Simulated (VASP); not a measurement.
Wanted: the native input for a VASP 6.6.1 run.

| Quantity | Value |
| --- | --- |
| Task | single point |
| Functional | PBE |
| Potentials or basis | VASP PAW PBE potentials, release 64 (Ge_d) |
| Cutoff | 500 eV |
| k mesh | 11 × 11 × 11 |
| Occupations | gaussian, width 0.019 eV |
| Spin | no spin polarisation |
| Dipole correction | no |
| Further INCAR settings | ALGO = Normal; EDIFF = 1e-06; NBANDS = 21 |

The structure of Ge lies in POSCAR:

```
Ge
1.0
   -2.4958980000      2.6508630000      1.4369470000
    2.4958980000     -2.6508630000      1.4369470000
    2.4958980000      2.6508630000     -1.4369470000
Ge
2
Direct
    0.3140570000      0.0640570000      0.2500000000
    0.6859430000      0.9359430000      0.7500000000
```

These files were run (other wordings do the same):

INCAR

```
PREC = Accurate
ENCUT = 500
EDIFF = 1E-6
ISMEAR = 0
SIGMA = 0.019000000000000003
LREAL = F
LASPH = T
NELM = 120
ALGO = Normal
ISIF = 2
LWAVE = F
LCHARG = F
GGA = PE
NBANDS = 21
GGA_COMPAT = F
```

KPOINTS

```
regular mesh
0
Gamma
  11 11 11
```

Potentials or basis: VASP PAW PBE potentials, release 64 (Ge_d).

Run with:

```bash
$ cat potpaw_PBE.64/Ge_d/POTCAR > POTCAR
$ mpirun -np 1 vasp_std > vasp.out
```

Results of the run:

```json
{
  "Pressure": "0.9 GPa",
  "Largest force": "0.062 eV/Å",
  "Band gap on the k mesh": "zero (bands 14 and 15 overlap by 5.21 eV)"
}
```

Wall time 2.1 min on 1 thread of Intel Xeon 8259CL (shared host), peak memory 0.26 GiB.
